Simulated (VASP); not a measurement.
# W (Fm-3m) in VASP: a series of runs, part 2 of 2

VASP 6.6.1.

**4. Single point, r2SCAN**

This run uses another cell than the first one, of 15.73 Å³/atom, 0.922 times its volume.

POSCAR

```
W
1.0
    0.0000000000      1.9885598007      1.9885598007
    1.9885598007      0.0000000000      1.9885598007
    1.9885598007      1.9885598007      0.0000000000
W
1
Direct
    0.0000000000      0.0000000000      0.0000000000
```

INCAR.step1

```
PREC = Accurate ; ENCUT = 520
ISMEAR = -1 ; SIGMA = 0.05
LREAL = F ; LASPH = T
NELM = 100 ; NBANDS = 13
GGA = PE ; ALGO = Normal
EDIFF = 1E-4 ; LWAVE = T
LCHARG = F
```

INCAR.step2

```
PREC = Accurate ; ENCUT = 520
EDIFF = 1E-7 ; ISMEAR = -1
SIGMA = 0.05 ; LREAL = F
LASPH = T ; NELM = 100
ALGO = Normal ; ISIF = 2
LWAVE = F ; LCHARG = F
METAGGA = R2SCAN ; LMIXTAU = T
NBANDS = 13 ; ISTART = 1
```

KPOINTS

```
Automatic mesh
0
Gamma
  11 11 11
```

Potentials or basis: VASP PAW PBE potentials, release 64 (W_sv).

The run is started by

```
$ cat potpaw_PBE.64/W_sv/POTCAR > POTCAR
$ cp INCAR.step1 INCAR
$ mpirun -np 1 vasp_std > vasp.out
$ cp INCAR.step2 INCAR
$ mpirun -np 1 vasp_std > vasp.out
```

OUTCAR:

```text
PREC = Accurate
   ENCUT = 520
   EDIFF = 1E-7
   ISMEAR = -1
   LREAL = F
   LASPH = T
   NELM = 100
   ISIF = 2
   METAGGA = R2SCAN
   ISTART = 1

 ion  position               nearest neighbor table
   1  0.000  0.000  0.000-

  LATTYP: Found a face centered cubic cell.
 ALAT       =     3.9771196014

  Lattice vectors:

 A1 = (   0.0000000000,   1.9885598007,   1.9885598007)
 A2 = (   1.9885598007,   0.0000000000,   1.9885598007)
 A3 = (   1.9885598007,   1.9885598007,   0.0000000000)

Analysis of symmetry for initial positions (statically):
=====================================================================
 Subroutine PRICEL returns:
 Original cell was already a primitive cell.

 Routine SETGRP: Setting up the symmetry group for a
 face centered cubic supercell.

 Subroutine GETGRP returns: Found 48 space group operations
 (whereof 48 operations were pure point group operations)
 out of a pool of 48 trial point group operations.

The static configuration has the point symmetry O_h .

Analysis of symmetry for dynamics (positions and initial velocities):
=====================================================================
 Subroutine PRICEL returns:
 Original cell was already a primitive cell.

 Routine SETGRP: Setting up the symmetry group for a
 face centered cubic supercell.

 Subroutine GETGRP returns: Found 48 space group operations
 (whereof 48 operations were pure point group operations)
 out of a pool of 48 trial point group operations.

The dynamic configuration has the point symmetry O_h .

 Subroutine INISYM returns: Found 48 space group operations
 (whereof 48 operations are pure point group operations),
 and found     1 'primitive' translations

----------------------------------------------------------------------------------------

                                     Primitive cell

  volume of cell :      15.7270

[... 107 lines left out ...]
  volume/ion in A,a.u.               =      15.73       106.13
  Fermi-wavevector in a.u.,A,eV,Ry     =   1.574837  2.976010 33.743953  2.480111
  Thomas-Fermi vector in A             =   2.675911
   LORBIT       =      0    0 simple, 1 ext, 2 COOP (PROOUT), +10 PAW based schemes
   METAGGA = R2SCAN    functional components
   LHFCALC =     F    Hartree Fock is set to
   AEXX    =    0.0000 exact exchange contribution
   IVDW    =     0    specifies the selected vdW correction
   LEPSILON=     F    determine dielectric tensor
   LRPA    =     F    only Hartree local field effects (RPA)
 non-spin polarized calculation
  energy-cutoff  :      520.00
  volume of cell :       15.73
 maximum number of plane-waves:       440
 NGX is ok and might be reduce to    24
   NGX = 11   NGY = 11   NGZ = 11

 number of electron      13.9999999 magnetization

 Free energy of the ion-electron system (eV)
  ---------------------------------------------------
  ext. energy  EPLUGINS =         0.00000000
  ---------------------------------------------------
  free energy    TOTEN  =       -50.79196025 eV

  energy without entropy =      -50.78440184  energy(sigma->0) =      -50.78818105

 E-fermi :  10.9347     XC(G=0): -15.0020

 val. band max:       10.9295439134   @ k =   0.1818   0.0909   0.0000
 cond. band min:      10.9903810917   @ k =   0.1818   0.0909   0.0000
 fundamental gap:      0.0608371783
 Fermi energy:        10.9347451363

 k-point     1 :       0.0000    0.0000    0.0000
  band No.  band energies     occupation
      1     -64.5953      2.00000
      2     -27.4684      2.00000
      3     -27.4684      2.00000
      4     -27.4684      2.00000
      5       1.2284      2.00000
      6      10.2896      2.00000
      7      10.2896      2.00000
      8      10.2896      2.00000
      9      13.8768      0.00000
     10      13.8768      0.00000
     11      24.3453      0.00000
     12      30.2395      0.00000
     13      30.2396      0.00000
[... 354 lines left out ...]
  band No.  band energies     occupation
      1     -64.4989      2.00000
      2     -28.2617      2.00000
      3     -27.7997      2.00000
      4     -27.5615      2.00000
      5       4.6752      2.00000
      6       8.5596      2.00000
      7      10.2153      2.00000
      8      12.0192      0.00000
      9      12.0648      0.00000
     10      15.9566      0.00000
     11      26.2653      0.00000
     12      29.9302      0.00000
     13      31.1175      0.00000

 [... further k-points ...]
[... 5 lines left out ...]
  --------------------------------------------------------------------------------------
  -------------------------------------------------------------------------------------
  Total        1.0394681      1.0394681      1.0394681      0.0000000      0.0000000      0.0000000
  in kB      105.8950826    105.8950826    105.8950826      0.0000000      0.0000000      0.0000000
  external PRESSURE =     105.8950826 kB  Pullay stress =       0.0000000 kB

 VOLUME and BASIS-vectors are now :
 -----------------------------------------------------------------------------
  energy-cutoff  :      520.00
  volume of cell :       15.73
      direct lattice vectors                 reciprocal lattice vectors
     0.000000000  1.988559801  1.988559801    -0.251438252  0.251438252  0.251438252
     1.988559801  0.000000000  1.988559801     0.251438252 -0.251438252  0.251438252
     1.988559801  1.988559801  0.000000000     0.251438252  0.251438252 -0.251438252

 POSITION                                       TOTAL-FORCE (eV/Angst)
 -----------------------------------------------------------------------------------
      0.00000      0.00000      0.00000         0.000000      0.000000      0.000000
 -----------------------------------------------------------------------------------
    total drift:                                0.000000     -0.000000     -0.000000

  FREE ENERGIE OF THE ION-ELECTRON SYSTEM (eV)
  ---------------------------------------------------
  free  energy   TOTEN  =       -50.7919602492 eV

  energy  without entropy=      -50.7844018410  energy(sigma->0) =      -50.78818105
```

OUTCAR.step1:

```text
PREC = Accurate
   ENCUT = 520
   ISMEAR = -1
   LREAL = F
   LASPH = T
   NELM = 100
[... 598 lines left out ...]

 POSITION                                       TOTAL-FORCE (eV/Angst)
 -----------------------------------------------------------------------------------
      0.00000      0.00000      0.00000        -0.000000      0.000000     -0.000000
 -----------------------------------------------------------------------------------
    total drift:                               -0.000000      0.000000      0.000000

  FREE ENERGIE OF THE ION-ELECTRON SYSTEM (eV)
  ---------------------------------------------------
  free  energy   TOTEN  =       -12.4513558188 eV

  energy  without entropy=      -12.4434774308  energy(sigma->0) =      -12.44741662
```

OSZICAR.step1:

```text
N       E                     dE             d eps       ncg     rms          rms(c)
DAV:   1     0.840561188505E+02    0.84056E+02   -0.73250E+03  1456   0.121E+03
DAV:   2    -0.114117027393E+02   -0.95468E+02   -0.91497E+02  1601   0.316E+02
DAV:   3    -0.130219292319E+02   -0.16102E+01   -0.15925E+01  1656   0.395E+01
DAV:   4    -0.130294443105E+02   -0.75151E-02   -0.75146E-02  1631   0.290E+00
DAV:   5    -0.130295052051E+02   -0.60895E-04   -0.60897E-04  1626   0.249E-01    0.206E+01
DAV:   6    -0.125767341131E+02    0.45277E+00   -0.37791E-01  1551   0.821E+00    0.840E+00
DAV:   7    -0.124560717053E+02    0.12066E+00   -0.19442E-01  1631   0.557E+00    0.490E-01
DAV:   8    -0.124513417540E+02    0.47300E-02   -0.37381E-03  1471   0.754E-01    0.177E-01
DAV:   9    -0.124513558188E+02   -0.14065E-04   -0.33717E-05  1028   0.734E-02
   1 F= -.12451356E+02 E0= -.12447417E+02  d E =-.787839E-02
```

Run time: 35 s. Hardware: 1 thread of AMD EPYC 9R45 (Zen 5), shared host; peak memory 0.11 GiB.

What came out:

* Free energy: -50.7920 eV
* Pressure: 10.6 GPa
* Band gap on the k mesh: zero (band 7 reaches 13.81 eV, above the bottom of band 8 at 10.29 eV)

Levels at points of the mesh, in eV from the Fermi level:
| k point | band 4 | band 5 | band 6 | band 7 | band 8 | band 9 | band 10 | band 11 |
| --- | --- | --- | --- | --- | --- | --- | --- | --- |
| (0.00, 0.00, 0.00) | -38.40 | -9.71 | -0.65 | -0.65 | -0.65 | 2.94 | 2.94 | 13.41 |

Caveat: the PAW data sets were made with another functional, which shifts forces and pressure a little; spin-orbit coupling is left out, which moves the levels of the heavy elements.

**5. Single point, r2SCAN**

This run uses another cell than the first one, of 16.06 Å³/atom, 0.941 times its volume.

POSCAR

```
W
1.0
    0.0000000000      2.0025642044      2.0025642044
    2.0025642044      0.0000000000      2.0025642044
    2.0025642044      2.0025642044      0.0000000000
W
1
Direct
    0.0000000000      0.0000000000      0.0000000000
```

INCAR.step1

```
PREC = Accurate
ENCUT = 520
ISMEAR = -1
SIGMA = 0.05
LREAL = F
LASPH = T
NELM = 60
NBANDS = 13
GGA = PE
ALGO = Normal
EDIFF = 1E-4
LWAVE = T
LCHARG = F
```

INCAR.step2

```
PREC = Accurate
ENCUT = 520
EDIFF = 1E-6
ISMEAR = -1
SIGMA = 0.05
LREAL = F
LASPH = T
NELM = 60
ALGO = Normal
ISIF = 2
LWAVE = F
LCHARG = F
METAGGA = R2SCAN
LMIXTAU = T
NBANDS = 13
ISTART = 1
```

KPOINTS

```
regular mesh
0
Gamma
  11 11 11
```

The run is started by

```
$ cat potpaw_PBE.64/W_sv/POTCAR > POTCAR
$ cp INCAR.step1 INCAR
$ mpirun -np 1 vasp_std > vasp.out
$ cp INCAR.step2 INCAR
$ mpirun -np 1 vasp_std > vasp.out
```

Run time: 34 s. Hardware: 1 thread of AMD EPYC 9R45 (Zen 5), shared host; peak memory 0.11 GiB.

Results (log left out):

- Free energy: -50.8067 eV
- Pressure: 3.5 GPa
- Band gap on the k mesh: zero (band 7 reaches 13.39 eV, above the bottom of band 8 at 10.02 eV)

Levels at points of the mesh, in eV from the Fermi level:
```tsv
k point	band 4	band 5	band 6	band 7	band 8	band 9	band 10	band 11
(0.00, 0.00, 0.00)	-38.49	-9.61	-0.63	-0.63	-0.63	2.86	2.86	13.37
```

Caveat: the PAW data sets were made with another functional, which shifts forces and pressure a little; spin-orbit coupling is left out, which moves the levels of the heavy elements.

**6. The runs side by side**

| level | cell | gap on the mesh (eV) | pressure (GPa) |
| --- | --- | --- | --- |
| PBEsol | a = 2.890 Å, angles 60.0°, 1 atom | none | -17.2 |
| PBEsol | a = 2.927 Å, angles 60.0°, 1 atom | none | -25.5 |
| r2SCAN | a = 2.812 Å, angles 60.0°, 1 atom | none | 10.6 |
| r2SCAN | a = 2.832 Å, angles 60.0°, 1 atom | none | 3.5 |

Alike in all rows: task single point; potentials or basis VASP PAW PBE potentials, release 64 (W_sv); no spin polarisation; k mesh 11 × 11 × 11; cutoff (eV) 520; smearing fermi-dirac 0.05 eV.

Caveats: the PAW data sets were made with another functional, which shifts forces and pressure a little; spin-orbit coupling is left out, which moves the levels of the heavy elements.

Absolute energies hang on the potentials; compare differences alone.
